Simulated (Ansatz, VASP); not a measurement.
# CuI in VASP and in Ansatz

File POSCAR:

```
CuI
1.0
    0.0000000000      3.0245631426      3.0245631426
    3.0245631426      0.0000000000      3.0245631426
    3.0245631426      3.0245631426      0.0000000000
Cu I
1 1
Direct
    0.0000000000      0.0000000000      0.0000000000
    0.2500000000      0.2500000000      0.2500000000
```

Contents of INCAR.step1:

```
PREC = Accurate
ENCUT = 520
EDIFF = 1E-5
ISMEAR = -1
SIGMA = 0.05
LREAL = F
LASPH = T
NELM = 80
ALGO = Normal
ISIF = 2
LWAVE = T
NBANDS = 16
GGA = PE
```

File INCAR.step2:

```
PREC = Accurate
ENCUT = 520
EDIFF = 1E-7
ISMEAR = -1
SIGMA = 0.05
LREAL = F
LASPH = T
NELM = 80
ALGO = Normal
ISIF = 2
LWAVE = F
LCHARG = T
GGA = PE
LHFCALC = T
HFSCREEN = 0.2079
PRECFOCK = Normal
LELF = T
LVHAR = T
NBANDS = 16
ISTART = 1
```

KPOINTS

```
Automatic mesh
0
Gamma
  4 4 4
```

Input for Ansatz:

```yaml
crystal:
  lattice:
    - [0.0, 3.024563142615, 3.024563142615]
    - [3.024563142615, 0.0, 3.024563142615]
    - [3.024563142615, 3.024563142615, 0.0]
  atoms:
    - { symbol: Cu, position: [0.0, 0.0, 0.0] }
    - { symbol: I, position: [0.25, 0.25, 0.25] }
kpoints:
  mp_grid: { grid: [4, 4, 4] }
hamiltonian:
  xc: hse06
  pseudopotentials: { kind: paw }
scf:
  occupations: { method: fermi_dirac, width: 0.05 }
  convergence: { dr2_threshold: "1e-10 eV" }
  exx: { energy_threshold: "2e-8 eV" }
output:
  forces: true
  stress: true
  eigenvalues: true
```

Alike in both runs: task single point; functional HSE06; k mesh 4 × 4 × 4; occupations fermi-dirac, width 0.05 eV; no spin polarisation.

|  | VASP | Ansatz |
| --- | --- | --- |
| version | VASP 6.6.1 | Ansatz 0.2.0 development build |
| potentials or method | VASP PAW PBE potentials, release 64 (Cu, I) | plane waves, PAW datasets (generated soft set 1) |
| plane-wave cutoff (eV) | 520 | 420 |
| valence electrons in the cell | 18 | 36 |

```csv
,VASP,Ansatz,Ansatz less VASP
gap on the k mesh at the Fermi level (eV),2.61,2.65,+0.042
```

The functional is the same, so the differences come from potentials, cutoffs and numerics. VASP's potentials hold 18 valence electrons a cell and Ansatz's 36, so a difference there can come from the potentials and not from the codes.

The k mesh is coarse, so the values compare programs but aren't converged. Spin-orbit coupling is off throughout.
